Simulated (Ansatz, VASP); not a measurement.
**TiO2: VASP beside Ansatz**

```
Ti O
1.0
     0.00000    2.16451    2.16451
     2.16451    0.00000    2.16451
     2.16451    2.16451    0.00000
Ti O
1 2
Direct
  0.00000 0.00000 0.00000
  0.25000 0.25000 0.25000
  0.75000 0.75000 0.75000
```

Change from the starting cell: volume scaled by 0.72, LAPW.

Alike in both runs: task single point; functional PBE; k mesh 12 × 12 × 12; occupations fermi-dirac, width 0.1 eV; no spin polarisation.

|  | VASP | Ansatz |
| --- | --- | --- |
| version | VASP 6.6.1 | Ansatz 0.2.0 |
| potentials or method | VASP PAW PBE potentials, release 64 (Ti_sv, O), cutoff 520 eV | all-electron LAPW, scalar-relativistic |

Ansatz gave:

* pressure (GPa): 162.7

Question: Estimate VASP's values.

Answer: Pressure (GPa): 164.6.

Both programs put the cell under a high pressure, so it lies far from rest at this level. Ansatz ran all-electron here, and VASP with PAW potentials.

Noted on VASP's run: the cell as given lies far from equilibrium.
